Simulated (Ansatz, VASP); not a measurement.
**Two plane-wave programs on CsI**

File POSCAR:

```
CsI
1.0
    4.5667000000      0.0000000000      0.0000000000
    0.0000000000      4.5667000000      0.0000000000
    0.0000000000      0.0000000000      4.4981995000
Cs I
1 1
Direct
    0.0000000000      0.0000000000      0.0000000000
    0.5000000000      0.5000000000      0.5000000000
```

The input INCAR.step1:

```
SYSTEM = CsI
PREC = Accurate
ENCUT = 550
ISMEAR = 0
SIGMA = 0.05
LREAL = .FALSE.
LASPH = .TRUE.
NELM = 120
NBANDS = 15
GGA = PE
ALGO = Normal
EDIFF = 1E-5
LWAVE = .TRUE.
LCHARG = .FALSE.
GGA_COMPAT = .FALSE.
```

File INCAR.step2:

```
SYSTEM = CsI
PREC = Accurate
ENCUT = 550
EDIFF = 1E-6
ISMEAR = 0
SIGMA = 0.05
LREAL = .FALSE.
LASPH = .TRUE.
NELM = 120
ALGO = Normal
ISIF = 2
LWAVE = .FALSE.
LCHARG = .FALSE.
METAGGA = R2SCAN
LMIXTAU = .TRUE.
NBANDS = 15
ISTART = 1
GGA_COMPAT = .FALSE.
```

The input KPOINTS:

```
Automatic mesh
0
G
  6 6 6
  0 0 0
```

Input for Ansatz:

```yaml
crystal:
  lattice:
    - [4.5667, 0.0, 0.0]
    - [0.0, 4.5667, 0.0]
    - [0.0, 0.0, 4.4981995]
  atoms:
    - { symbol: Cs, position: [0.0, 0.0, 0.0] }
    - { symbol: I, position: [0.5, 0.5, 0.5] }
basis:
  ecutwfc: 500
kpoints:
  mp_grid: { grid: [6, 6, 6] }
hamiltonian:
  xc: r2scan
scf:
  occupations: { method: gaussian, width: 0.05 }
output:
  forces: true
  stress: true
  eigenvalues: true
```

Change from the starting cell: strain -0.0150 x Voigt [0, 0, 1, 0, 0, 0], atoms carried along.

Alike in both runs: task single point; functional r2SCAN; k mesh 6 × 6 × 6; occupations gaussian, width 0.05 eV; no spin polarisation.

|  | VASP | Ansatz |
| --- | --- | --- |
| version | VASP 6.6.1 | Ansatz 0.2.0 |
| potentials or method | VASP PAW PBE potentials, release 64 (Cs_sv, I), cutoff 550 eV | scalar-relativistic, plane waves, PAW |
| valence electrons in the cell | 16 | 26 |

VASP gave:

- gap on the k mesh at the Fermi level (eV): 4.52
- least direct gap on the mesh (eV): 4.60
- pressure (GPa): 0.6
- traceless stress, the component that is largest in VASP (GPa): 0.19

Task: Which values does Ansatz return?

Result: gap on the k mesh at the Fermi level (eV): 4.53; least direct gap on the mesh (eV): 4.61; pressure (GPa): 0.6; traceless stress, the component that is largest in VASP (GPa): 0.19.

VASP's potentials were made for PBE, not for r2SCAN. VASP's potentials hold 16 valence electrons a cell and Ansatz's 26, so a difference there can come from the potentials and not from the codes.

Spin-orbit coupling is off throughout.
